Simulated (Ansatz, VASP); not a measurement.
**MgO: VASP beside Ansatz**

```
Mg O
1.0
     2.93772    0.00000    0.00000
    -1.46886    2.69679    0.00000
     0.00000    0.00000    2.67979
Mg O
1 1
Direct
  0.00000 0.00000 0.00000
  0.33333 0.66667 0.50000
```

Change from the starting cell: strain +0.0600 x Voigt [0, 1, 0, 0, 0, 0], atoms carried along.

Alike in both runs: task single point; functional PBE; k mesh 12 × 12 × 8; occupations gaussian, width 0.05 eV; no spin polarisation.

|  | VASP | Ansatz |
| --- | --- | --- |
| version | VASP 6.6.1 | Ansatz 0.2.0 |
| potentials or method | VASP PAW PBE potentials, release 64 (Mg, O), cutoff 520 eV | scalar-relativistic, plane waves, PAW |
| valence electrons in the cell | 8 | 16 |

|  | VASP | Ansatz | Ansatz less VASP |
| --- | --- | --- | --- |
| gap on the k mesh at the Fermi level (eV) | 2.38 | 2.40 | +0.022 |
| least direct gap on the mesh (eV) | 2.72 | 2.74 | +0.020 |
| pressure (GPa) | -6.9 | -6.3 | +0.62 |
| traceless stress, the component that is largest in VASP (GPa) | -10.58 | -10.51 | +0.065 |
| rms of the force components (eV/Å) | 0.048 | 0.049 | +0.0008 |

Atom by atom the forces differ by 0.001 eV/Å (rms over components). The functional is the same, so the differences come from potentials, cutoffs and numerics. VASP's potentials hold 8 valence electrons a cell and Ansatz's 16, so a difference there can come from the potentials and not from the codes.
